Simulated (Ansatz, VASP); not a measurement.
# Two plane-wave programs on Hg2O

```
CELL_PARAMETERS angstrom
3.16433 0.00000 0.00000
0.00000 5.65441 0.00000
0.00000 0.00000 3.05417
ATOMIC_POSITIONS crystal
Hg 0.00000 0.73925 0.50000
Hg 0.00000 0.26075 0.50000
O 0.50000 0.00000 0.00000
```

Alike in both runs: functional PBE; k mesh 5 × 3 × 3; occupations gaussian, width 0.15 eV; no spin polarisation.

Ansatz relaxed the structure, and its values are those at the end. VASP's run is a single point on that final structure, the one shown.

|  | VASP | Ansatz |
| --- | --- | --- |
| version | VASP 6.6.1 | Ansatz 0.2.0 |
| potentials or method | VASP PAW PBE potentials, release 64 (Hg, O), cutoff 600 eV | scalar-relativistic, plane waves, PAW |
| valence electrons in the cell | 30 | 46 |

VASP gave:

| Item | Value |
| --- | --- |
| gap on the k mesh at the Fermi level (eV) | none |
| pressure (GPa) | 0.7 |

Q: Estimate Ansatz's values.

A: gap on the k mesh at the Fermi level (eV): none; pressure (GPa): 0.0.

A gap of «none» marks a metal or a gap that the smearing closes. With one functional, cell and mesh, what is left measures potentials, basis and numerics. VASP's potentials hold 30 valence electrons a cell and Ansatz's 46, so a difference there can come from the potentials and not from the codes.

The k mesh is coarse, so the values compare programs but aren't converged. Spin-orbit coupling is off throughout.
